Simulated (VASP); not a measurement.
# LiH: single point with PBE

Crystal: LiH.

```
Li H
1.0
     0.00000    2.02283    2.02283
     2.02283    0.00000    2.02283
     2.02283    2.02283    0.00000
Li H
1 1
Direct
  0.00000 0.00000 0.00000
  0.50000 0.50000 0.50000
```

This cell differs from its parent crystal: volume changed by +3%.

- Program: VASP 6.6.1
- Task: single point
- Functional: PBE
- Potentials or basis: VASP PAW PBE potentials, release 64 (Li_sv, H)
- Cutoff: 520 eV
- k mesh: 10 × 10 × 10
- Occupations: gaussian, width 0.01 eV
- Spin: no spin polarisation
- Dipole correction: no
- Further INCAR settings: ALGO = Normal; EDIFF = 1e-06; NBANDS = 9

```
Band gap on the k mesh : 3.00 eV, direct
```

Levels at points of the mesh, in eV from the valence-band top:
| k point | band 1 | band 2 | band 3 | band 4 | band 5 | band 6 |
| --- | --- | --- | --- | --- | --- | --- |
| (0.00, 0.00, 0.00) | -44.32 | -5.33 | 15.73 | 17.61 | 17.61 | 17.61 |
| (0.50, 0.00, 0.00) | -44.28 | -2.55 | 4.86 | 13.42 | 16.25 | 16.25 |
| (0.50, 0.50, 0.00) | -44.26 | 0.00 | 3.00 | 10.68 | 10.68 | 13.81 |

Wall time 17 s on 1 thread of AMD EPYC 7R13, with other jobs on the host, peak memory 0.1 GiB.

 A k mesh can miss the band edges.
